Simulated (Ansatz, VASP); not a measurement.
## Al5BAs6 in VASP and in Ansatz

File INCAR:

```
ALGO = Normal ; EDIFF = 1E-7
ENCUT = 520 ; GGA = PE
ISIF = 2 ; ISMEAR = 0
LASPH = True ; LCHARG = False
LREAL = False ; LWAVE = False
NBANDS = 36 ; NELM = 80
PREC = Accurate ; SIGMA = 0.02
```

File KPOINTS:

```
k-points
0
Gamma
  8 8 2
```

POSCAR

```
Al5BAs6
1.0
    3.9240974997      0.0000000000      0.0000000000
    0.0000000000      3.9240974997      0.0000000000
    0.0000000000      0.0000000000     17.0044094229
Al B As
5 1 6
Direct
    0.0000000000      0.0000000000      0.6536995576
    0.5000000000      0.5000000000      0.8267394372
    0.0000000000      0.0000000000      0.0000000000
    0.5000000000      0.5000000000      0.1732605628
    0.0000000000      0.0000000000      0.3463004424
    0.5000000000      0.5000000000      0.5000000000
    0.5000000000      0.0000000000      0.7401302166
    0.0000000000      0.5000000000      0.9133669246
    0.5000000000      0.0000000000      0.0866330754
    0.0000000000      0.5000000000      0.2598697834
    0.5000000000      0.0000000000      0.4338934766
    0.0000000000      0.5000000000      0.5661065234
```

Input for Ansatz:

```yaml
crystal:
  lattice:
    - [3.9240974997, 0.0, 0.0]
    - [0.0, 3.9240974997, 0.0]
    - [0.0, 0.0, 17.0044094229]
  atoms:
    - { symbol: Al, position: [0.0, 0.0, 0.6536995576] }
    - { symbol: Al, position: [0.5, 0.5, 0.8267394372] }
    - { symbol: Al, position: [0.0, 0.0, 0.0] }
    - { symbol: Al, position: [0.5, 0.5, 0.1732605628] }
    - { symbol: Al, position: [0.0, 0.0, 0.3463004424] }
    - { symbol: B, position: [0.5, 0.5, 0.5] }
    - { symbol: As, position: [0.5, 0.0, 0.7401302166] }
    - { symbol: As, position: [0.0, 0.5, 0.9133669246] }
    - { symbol: As, position: [0.5, 0.0, 0.0866330754] }
    - { symbol: As, position: [0.0, 0.5, 0.2598697834] }
    - { symbol: As, position: [0.5, 0.0, 0.4338934766] }
    - { symbol: As, position: [0.0, 0.5, 0.5661065234] }
basis:
  ecutwfc: 420
kpoints:
  mp_grid: { grid: [8, 8, 2] }
  band_path:
    path:
      - [[0.0, 0.0, 0.0], [0.0, 0.5, 0.0], [0.5, 0.5, 0.0], [0.0, 0.0, 0.0], [0.0, 0.0, 0.5], [0.0, 0.5, 0.5], [0.5, 0.5, 0.5], [0.0, 0.0, 0.5]]
      - [[0.0, 0.5, 0.0], [0.0, 0.5, 0.5]]
      - [[0.5, 0.5, 0.0], [0.5, 0.5, 0.5]]
    npoints: 10
hamiltonian:
  xc: pbe
scf:
  occupations: { method: gaussian, width: 0.02 }
  n_extra_bands: 30
output:
  forces: true
  stress: true
  eigenvalues: true
  populations: true
  dos: { projected: true, de: 0.02, nscf_kmesh: { grid: [12, 12, 3] } }
  bader: false
```

Alike in both runs: task single point; functional PBE; k mesh 8 × 8 × 2; occupations gaussian, width 0.02 eV; no spin polarisation.

|  | VASP | Ansatz |
| --- | --- | --- |
| version | VASP 6.6.1 | Ansatz 0.2.0 |
| potentials or method | VASP PAW PBE potentials, release 64 (Al, B, As), cutoff 520 eV | scalar-relativistic, plane waves, PAW |
| valence electrons in the cell | 48 | 108 |

```csv
,VASP,Ansatz,Ansatz less VASP
gap on the k mesh at the Fermi level (eV),0.91,0.91,+0.004
least direct gap on the mesh (eV),0.91,0.91,+0.004
pressure (GPa),0.2,0.0,-0.18
```

VASP's potentials hold 48 valence electrons a cell and Ansatz's 108, so a difference there can come from the potentials and not from the codes.
